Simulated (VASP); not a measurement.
# Si12O23 (a cell with a defect) in VASP: further runs, part 2 of 2

VASP 6.6.1.

**3. Single point, PBE, collinear spin**

INCAR

```
SYSTEM = Si12O23
PREC = Accurate
ENCUT = 520
EDIFF = 1E-6
ISMEAR = 0
SIGMA = 0.02
LREAL = Auto
LASPH = .TRUE.
NELM = 150
ALGO = Normal
ISIF = 2
LWAVE = .FALSE.
LCHARG = .FALSE.
ISPIN = 2
MAGMOM = 0 0 0 0 0 0 0 0 0 0 0 0 0 0 0 0 0 0 0 0 0 0 0 0 0 0 0 0 0 0 0 1 0 0 0
LORBIT = 11
GGA = PE
NELECT = 185.0
NBANDS = 120
```

KPOINTS

```
regular mesh
0
G
  2 2 1
  0 0 0
```

POSCAR

```
Si12O23
1.0
   -2.4457500000      4.2361630000      5.3885000000
    4.8915000000      0.0000000000      5.3885000000
    4.8915000000      8.4723270000      0.0000000000
Si O
12 23
Direct
    0.0897672014      0.5793231868      0.9502602457
    0.4092075562      0.9253952090      0.0270943139
    0.0004339832     -0.0100768750      0.2719829418
    0.1007216000      0.5635020339      0.4515889360
    0.3972334278      0.9371090050      0.5326004152
   -0.0007265436      0.0092081714      0.7670671169
    0.5973546362      0.0629096227      0.2039814527
    0.9011987225      0.4367300674      0.2812897357
    0.4972182164      0.4987809130      0.5216710386
    0.6080622746      0.0629520366      0.6928163956
    0.9010841688      0.4384381504      0.7822354391
    0.5047590053      0.4999563575      0.0130438415
    0.3114653484      0.4722894186      0.9851545336
    0.9158285389      0.5273121680      0.1024407251
    0.9387185584      0.1940679980      0.3236985416
    0.5751200095      0.9709074637      0.0785049672
    0.5821746942      0.3070259714      0.1381173797
    0.3228863982      0.4531566741      0.4771198263
    0.9245555743      0.5132693209      0.6035634694
    0.9082471686      0.2000269481      0.8412800053
    0.1816547343      0.0538209206      0.6191592381
    0.5802526780      0.9842705523      0.5665955146
    0.5723887534      0.3052494326      0.6510901642
    0.8162370894      0.9537583879      0.2335912074
    0.4169116868      0.0221328855      0.3525008909
    0.4145369272      0.6963059109      0.5869843460
    0.6788075873      0.5350308855      0.3706739029
    0.0751011425      0.4919141290      0.3198479732
    0.0799343053      0.8049478172      0.4012648456
    0.8287081748      0.9586912314      0.7215757795
    0.4360216153     -0.0033441279      0.8495546159
    0.1822593127      0.9977034929      0.1155916695
    0.6770897108      0.5587166122      0.8638631172
    0.0738494278      0.4877375738      0.8257880927
    0.0778694152      0.8169140043      0.8945403217
```

Potentials or basis: VASP PAW PBE potentials, release 64 (Si, O).

Run with:

```console
> cat potpaw_PBE.64/Si/POTCAR potpaw_PBE.64/O/POTCAR > POTCAR
> mpirun -np 1 vasp_std > vasp.out
```

Run time: 14 min. Hardware: 1 thread of Intel Xeon Platinum 8488C (Sapphire Rapids), shared host; peak memory 0.82 GiB.

Results (log left out):

```
Free energy                                           : -275.8232 eV
Largest force                                         : 0.086 eV/Å
Net moment                                            : 0.00 μB per cell
Valence electrons inside the program's atomic spheres : Si 1.63, 1.61, 1.62, 1.60 (each value once); O 5.21, 5.23, 5.24, 5.20, 5.22 (each value once)
```

Forces in eV/Å, atoms in the order of the input:
```
Si  -0.056  0.035  0.001
Si  -0.033  0.009 -0.052
Si  -0.019 -0.027 -0.002
Si  -0.003  0.008  0.003
Si   0.002 -0.019  0.004
Si   0.008  0.025  0.000
Si  -0.017 -0.038  0.010
Si  -0.004 -0.017  0.011
Si   0.010  0.012  0.003
Si   0.000  0.021 -0.029
Si   0.024 -0.011  0.003
Si   0.079  0.002  0.035
O    0.031 -0.047 -0.041
O    0.006  0.012  0.007
O    0.021 -0.013  0.016
O    0.033  0.015  0.019
O   -0.028  0.045 -0.036
O    0.007  0.001  0.017
O   -0.018 -0.010  0.005
O   -0.020 -0.001 -0.010
O    0.007  0.006 -0.009
O    0.004 -0.016 -0.003
O   -0.002 -0.006 -0.001
O   -0.007  0.018  0.023
O   -0.011  0.012 -0.008
O    0.001 -0.002  0.004
O    0.008  0.012 -0.019
O    0.000 -0.014 -0.005
O   -0.013  0.022 -0.018
O    0.006  0.008  0.000
O   -0.033 -0.044  0.037
O    0.024  0.027 -0.033
O   -0.042  0.000  0.041
O    0.012  0.000  0.003
O    0.019 -0.026  0.022
```

Levels at points of the mesh, in eV from the Fermi level:
Spin up:
| k point | band 90 | band 91 | band 92 | band 93 | band 94 | band 95 |
| --- | --- | --- | --- | --- | --- | --- |
| (0.00, 0.00, 0.00) | -1.23 | -1.19 | -1.14 | -0.14 | 4.60 | 5.12 |
| (0.50, 0.00, 0.00) | -1.20 | -1.17 | -1.02 | -0.10 | 4.65 | 5.81 |
| (0.00, 0.50, 0.00) | -1.18 | -1.08 | -1.02 | 0.11 | 4.14 | 6.33 |
| (0.50, 0.50, 0.00) | -1.15 | -1.10 | -1.04 | 0.14 | 4.25 | 6.37 |
Spin down:
```csv
k point,band 90,band 91,band 92,band 93,band 94,band 95
"(0.00, 0.00, 0.00)",-1.23,-1.19,-1.14,-0.14,4.60,5.12
"(0.50, 0.00, 0.00)",-1.20,-1.17,-1.02,-0.10,4.65,5.81
"(0.00, 0.50, 0.00)",-1.18,-1.08,-1.02,0.11,4.14,6.33
"(0.50, 0.50, 0.00)",-1.15,-1.10,-1.04,0.14,4.25,6.37
```

Caveat: the k points lie up to 0.71 Å⁻¹ apart; the cell carries a net charge on a neutralising background, which shifts energy and pressure; the cell is charged against a uniform background, so pressure and absolute levels hang on convention.

**4. Single point, PBE, collinear spin**

INCAR

```
SYSTEM = Si12O23
PREC = Accurate
ENCUT = 520
EDIFF = 1E-6
ISMEAR = 0
SIGMA = 0.02
LREAL = Auto
LASPH = .True.
NELM = 150
ALGO = Normal
ISIF = 2
LWAVE = .False.
LCHARG = .True.
ISPIN = 2
MAGMOM = 0 0 0 0 0 0 0 0 0 0 0 0 0 0 0 0 0 0 0 0 0 0 0 0 0 0 0 0 0.06 0 0 0 0 0 0
LORBIT = 11
GGA = PE
LELF = .True.
LVHAR = .True.
NELECT = 185.0
NBANDS = 120
```

KPOINTS

```
regular mesh
0
Gamma
  2 2 1
  0 0 0
```

POSCAR

```
Si12O23
1.0
   -2.4457500000      4.2361630000      5.3885000000
    4.8915000000      0.0000000000      5.3885000000
    4.8915000000      8.4723270000      0.0000000000
Si O
12 23
Direct
    0.0908950255      0.5807490313      0.9482047678
    0.3975980284      0.9580577199      0.0291080530
    0.0263763007     -0.0354844013      0.2608224034
    0.0949686728      0.5549680443      0.4592081045
    0.3980481060      0.9389022512      0.5320741682
   -0.0008109407      0.0096360312      0.7669134203
    0.6089635840      0.0713791830      0.2009325180
    0.9112086649      0.4268317916      0.2750458721
    0.5000642554      0.4952123522      0.5191100749
    0.6018203567      0.0702104496      0.6984400947
    0.8889327489      0.4397796942      0.7881567814
    0.4890372335      0.4998158796      0.0215517609
    0.3084652508      0.4534341647      0.9875197119
    0.9142245416      0.5435893212      0.1009284489
    0.9847782925      0.1842440700      0.2872643648
    0.5737613137      0.9959540059      0.0720682230
    0.5838369264      0.3155758972      0.1452572138
    0.3178880636      0.4498213175      0.4840796805
    0.9152604656      0.5076869224      0.6089916596
    0.9115383871      0.1977094555      0.8446810199
    0.1751484386      0.0521586041      0.6126526590
    0.5721792001      0.9886208370      0.5747614136
    0.5755571101      0.3103163241      0.6526072785
    0.8363907822      0.9538423067      0.2140411146
    0.4333293802      0.0216256165      0.3505887005
    0.4248648066      0.6976227131      0.5772696718
    0.6840679448      0.5046799443      0.3681885370
    0.0726748376      0.4785390438      0.3289485335
    0.0639878593      0.7996213084      0.4124090109
    0.8185571035      0.9588186040      0.7331889674
    0.4215368546      0.0159837912      0.8530593984
    0.2737308129      0.7914977294      0.1300380236
    0.6647460296      0.5587111477      0.8720509094
    0.0637690463      0.4934693317      0.8260030480
    0.0926125284      0.8156036727      0.8865866761
```

Potentials or basis: VASP PAW PBE potentials, release 64 (Si, O).

Run with:

```console
> cat potpaw_PBE.64/Si/POTCAR potpaw_PBE.64/O/POTCAR > POTCAR
> mpirun -np 1 vasp_std > vasp.out
```

OUTCAR:

```text
SYSTEM = Si12O23
   PREC = Accurate
   ENCUT = 520
   EDIFF = 1E-6
   ISMEAR = 0
   LREAL = Auto
   LASPH = .True.
   NELM = 150
   ISIF = 2
   ISPIN = 2
   LORBIT = 11
   GGA = PE
   NELECT = 185.0

 ion  position               nearest neighbor table
   1  0.091  0.581  0.948-  35 1.61  14 1.62  34 1.62  13 1.65   8 2.99   6 3.01  11 3.04  12 3.04

   2  0.398  0.958  0.029-  31 1.59  32 1.60  16 1.60   3 2.88  10 3.02   7 3.06
   3  0.026  0.965  0.261-  29 1.61  15 1.62  24 1.63  32 2.13   2 2.88   4 2.95   7 3.09
   4  0.095  0.555  0.459-  18 1.62  28 1.62  19 1.62  29 1.64   3 2.95  11 3.01   9 3.06   8 3.08

   5  0.398  0.939  0.532-  26 1.62  21 1.63  25 1.63  22 1.63   7 3.05   6 3.05  10 3.06   9 3.11

   6  0.999  0.010  0.767-  35 1.62  21 1.63  30 1.63  20 1.63   1 3.01  11 3.03  10 3.05   5 3.05

   7  0.609  0.071  0.201-  25 1.61  24 1.63  17 1.64  16 1.65  12 3.03   5 3.05   2 3.06   3 3.09
[... 1193 lines left out ...]
      1.35473     10.73027      5.43605        -0.010651      0.008395      0.002621
[... 27 lines left out ...]
      6.29824      7.26830      3.00268         0.006459      0.033835     -0.010308
      8.09976      7.90377      4.89392        -0.050795     -0.002724     -0.025657
 -----------------------------------------------------------------------------------
    total drift:                                0.007210     -0.009393     -0.008501

  FREE ENERGIE OF THE ION-ELECTRON SYSTEM (eV)
  ---------------------------------------------------
  free  energy   TOTEN  =      -273.5724352317 eV

  energy  without entropy=     -273.5724352317  energy(sigma->0) =     -273.57243523

 total charge

# of ion       s       p       d       tot
------------------------------------------
    1        0.645   0.986   0.000   1.631
    2        0.689   0.944   0.000   1.633
    3        0.644   0.898   0.000   1.543
    4        0.643   0.983   0.000   1.626
    5        0.638   0.974   0.000   1.611
    6        0.641   0.975   0.000   1.616
[... 27 lines left out ...]
   34        1.551   3.681   0.000   5.232
   35        1.553   3.688   0.000   5.241
--------------------------------------------------
tot         43.514  95.742   0.000 139.255

 magnetization (x)

# of ion       s       p       d       tot
------------------------------------------
    1        0.000   0.000   0.000   0.000
    2        0.000  -0.000   0.000   0.000
    3       -0.000   0.000   0.000  -0.000
    4       -0.000  -0.000   0.000  -0.000
    5        0.000  -0.000   0.000  -0.000
    6        0.000   0.000   0.000   0.000
[... 27 lines left out ...]
   34       -0.000  -0.000   0.000  -0.000
   35       -0.000  -0.000   0.000  -0.000
--------------------------------------------------
tot         -0.000   0.000   0.000   0.000
```

Wall time 13 min (1 thread of Oxide Virtual Turin-like, shared host); peak memory 0.78 GiB.

What came out:

```yaml
Free_energy: -273.5724 eV
Largest_force: 0.455 eV/Å
Net_moment: 0.00 μB per cell
Valence_electrons_inside_the_program's_atomic_spheres: Si 1.63, 1.54, 1.61, 1.62, 1.60, 1.57 (each value once); O 5.20, 5.24, 5.21, 5.22, 5.23, 5.02, 5.19 (each value once)
```

Forces on the atoms (eV/Å):
```
Si  -0.046  0.049  0.016
Si   0.290 -0.204  0.286
Si  -0.162 -0.015  0.086
Si  -0.009 -0.006 -0.019
Si  -0.025  0.005  0.007
Si  -0.011  0.008  0.003
Si  -0.089 -0.105 -0.007
Si  -0.094  0.015 -0.104
Si   0.019  0.016  0.015
Si   0.032  0.074 -0.129
Si   0.019  0.003 -0.010
Si   0.003  0.015 -0.049
O    0.007 -0.007 -0.073
O    0.024 -0.011  0.027
O   -0.115 -0.034  0.010
O    0.105 -0.023 -0.029
O    0.022  0.028  0.006
O    0.047  0.008 -0.004
O    0.039 -0.017  0.016
O   -0.004  0.005 -0.011
O   -0.012  0.001 -0.009
O   -0.045 -0.026  0.020
O    0.041  0.032 -0.011
O   -0.071 -0.005  0.081
O   -0.058  0.039  0.020
O    0.002  0.014  0.002
O   -0.050  0.032 -0.037
O    0.003 -0.019 -0.023
O   -0.001  0.011  0.020
O   -0.052  0.002  0.054
O   -0.033  0.061 -0.012
O    0.233 -0.013 -0.056
O    0.034  0.037 -0.051
O    0.006  0.034 -0.010
O   -0.051 -0.003 -0.026
```

Levels at points of the mesh, in eV from the Fermi level:
Spin up:
```tsv
k point	band 89	band 90	band 91	band 92	band 93	band 94	band 95	band 96
(0.00, 0.00, 0.00)	-2.93	-2.82	-2.74	-2.70	-0.27	1.68	3.43	3.79
(0.50, 0.00, 0.00)	-2.85	-2.74	-2.73	-2.55	-0.09	1.71	3.17	4.31
(0.00, 0.50, 0.00)	-2.85	-2.75	-2.66	-2.59	0.09	1.46	3.43	4.03
(0.50, 0.50, 0.00)	-2.83	-2.69	-2.63	-2.60	0.13	1.49	3.36	4.18
```
Spin down:
| k point | band 90 | band 91 | band 92 | band 93 | band 94 | band 95 |
| --- | --- | --- | --- | --- | --- | --- |
| (0.00, 0.00, 0.00) | -2.82 | -2.74 | -2.70 | -0.27 | 1.68 | 3.43 |
| (0.50, 0.00, 0.00) | -2.74 | -2.73 | -2.55 | -0.09 | 1.71 | 3.17 |
| (0.00, 0.50, 0.00) | -2.75 | -2.66 | -2.59 | 0.09 | 1.46 | 3.43 |
| (0.50, 0.50, 0.00) | -2.69 | -2.63 | -2.60 | 0.13 | 1.49 | 3.36 |

Caveat: the k points lie up to 0.71 Å⁻¹ apart; the cell carries a net charge on a neutralising background, which shifts energy and pressure; the cell is charged against a uniform background, so pressure and absolute levels hang on convention.
